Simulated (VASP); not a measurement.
Here is a VASP 6.6.1 calculation.

The input POSCAR:

```
NaF
1.0
    0.0000000000      2.3233012604      2.3233012604
    2.3233012604      0.0000000000      2.3233012604
    2.3233012604      2.3233012604      0.0000000000
Na F
1 1
Direct
    0.0000000000      0.0000000000      0.0000000000
    0.5000000000      0.5000000000      0.5000000000
```

Contents of INCAR.step1:

```
SYSTEM = NaF
ALGO = Normal
EDIFF = 1E-5
ENCUT = 520
GGA = PE
GGA_COMPAT = .FALSE.
ISIF = 2
ISMEAR = 0
LASPH = .TRUE.
LCHARG = .FALSE.
LREAL = .FALSE.
LWAVE = .TRUE.
NBANDS = 14
NELM = 120
PREC = Accurate
SIGMA = 0.05
```

INCAR.step2

```
SYSTEM = NaF
AEXX = 0.15
ALGO = Normal
EDIFF = 1E-6
ENCUT = 520
GGA = PE
GGA_COMPAT = .FALSE.
ISIF = 2
ISMEAR = 0
ISTART = 1
LASPH = .TRUE.
LCHARG = .FALSE.
LHFCALC = .TRUE.
LREAL = .FALSE.
LWAVE = .FALSE.
NBANDS = 14
NELM = 120
PREC = Accurate
PRECFOCK = Normal
SIGMA = 0.05
```

File KPOINTS:

```
k-points
0
G
  6 6 6
  0 0 0
```

Potentials or basis: VASP PAW PBE potentials, release 64 (Na_pv, F).

Run with:

```bash
$ cat potpaw_PBE.64/Na_pv/POTCAR potpaw_PBE.64/F/POTCAR > POTCAR
$ cp INCAR.step1 INCAR
$ mpirun -np 1 vasp_std > vasp.out
$ cp INCAR.step2 INCAR
$ mpirun -np 1 vasp_std > vasp.out
```

**Question.** Estimate the pressure.

**Answer.** 0.5 GPa.

**Question.** What does it give for the band gap on the k mesh?

**Answer.** 8.00 eV.

Caveat: the PAW data sets were made with another functional, which shifts forces and pressure a little.
